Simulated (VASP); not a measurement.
Wanted: the native input for a VASP 6.6.1 run.

| Quantity | Value |
| --- | --- |
| Task | single point |
| Functional | PBE |
| Potentials or basis | VASP PAW PBE potentials, release 64 (Hf_pv) |
| Cutoff | 520 eV |
| k mesh | 42 × 42 × 42 |
| Occupations | fermi-dirac, width 0.0612256 eV |
| Spin | no spin polarisation |
| Dipole correction | no |
| Further INCAR settings | ALGO = Normal; EDIFF = 1e-06; NBANDS = 11 |

The structure of Hf lies in POSCAR:

```
Hf
1.0
    0.0000000000      2.2577679358      2.2577679358
    2.2577679358      0.0000000000      2.2577679358
    2.2577679358      2.2577679358      0.0000000000
Hf
1
Direct
    0.0000000000      0.0000000000      0.0000000000
```

One way to write it, as run:

INCAR

```
ALGO = Normal
EDIFF = 1E-6
ENCUT = 520
GGA = PE
ISIF = 2
ISMEAR = -1
LASPH = True
LCHARG = False
LREAL = False
LWAVE = False
NBANDS = 11
NELM = 60
PREC = Accurate
SIGMA = 0.06122561905347299
```

KPOINTS

```
k-points
0
Gamma
  42 42 42
```

Potentials or basis: VASP PAW PBE potentials, release 64 (Hf_pv).

Command:

```sh
$ cat potpaw_PBE.64/Hf_pv/POTCAR > POTCAR
$ mpirun -np 1 vasp_std > vasp.out
```

Results of the run:

The pressure is -2.4 GPa and the band gap on the k mesh is zero (band 5 reaches 5.93 eV, above the bottom of band 6 at 3.90 eV).

Caveat: spin-orbit coupling is left out, which moves the levels of the heavy elements.

Wall time 2.5 min on 1 thread of AMD EPYC 9R45 96-Core Processor (Zen 5), on a shared host, peak memory 0.52 GiB.
